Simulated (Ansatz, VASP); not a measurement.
Zn in VASP and in Ansatz

```
CELL_PARAMETERS angstrom
-1.48813 1.48813 1.48813
1.48813 -1.48813 1.48813
1.48813 1.48813 -1.48813
ATOMIC_POSITIONS crystal
Zn 0.00000 0.00000 0.00000
```

Alike in both runs: task single point; functional PBEsol; k mesh 22 × 22 × 22; occupations gaussian, width 0.15 eV; no spin polarisation.

```csv
,VASP,Ansatz
version,VASP 6.6.1,Ansatz 0.2.0
potentials or method,"VASP PAW PBE potentials, release 64 (Zn), cutoff 520 eV","scalar-relativistic, plane waves, PAW"
valence electrons in the cell,12,12
```

```tsv
	VASP	Ansatz	Ansatz less VASP
gap on the k mesh at the Fermi level (eV)	none	none	-
pressure (GPa)	9.0	8.4	-0.58
```

VASP's potentials were made for PBE, not for PBEsol. A gap of «none» marks a metal or a gap that the smearing closes. With one functional, cell and mesh, what is left measures potentials, basis and numerics.
